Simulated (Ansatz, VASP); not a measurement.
One calculation of Sn, two programs

```
CELL_PARAMETERS angstrom
-2.94828 2.95040 1.58882
2.95040 -2.94828 1.58882
2.94605 2.94605 -1.58493
ATOMIC_POSITIONS crystal
Sn 0.00003 0.99997 0.00000
Sn 0.74997 0.25003 0.50000
```

Alike in both runs: task single point; functional r2SCAN; k mesh 11 × 11 × 8; occupations fermi-dirac, width 0.03 eV; no spin polarisation.

```csv
,VASP,Ansatz
version,VASP 6.6.1,Ansatz 0.2.0
potentials or method,"VASP PAW PBE potentials, release 64 (Sn_d), cutoff 520 eV","plane waves (500 eV) with PAW, scalar-relativistic"
valence electrons in the cell,28,28
```

Ansatz gave:

| Property | Result |
| --- | --- |
| pressure (GPa) | 0.0 |
| traceless stress, the component that is largest in VASP (GPa) | -0.08 |

What did VASP give for the same quantities?

Pressure (GPa): 0.0; traceless stress, the component that is largest in VASP (GPa): -0.09.

VASP's potentials were made for PBE, not for r2SCAN. The functional is the same, so the differences come from potentials, cutoffs and numerics.
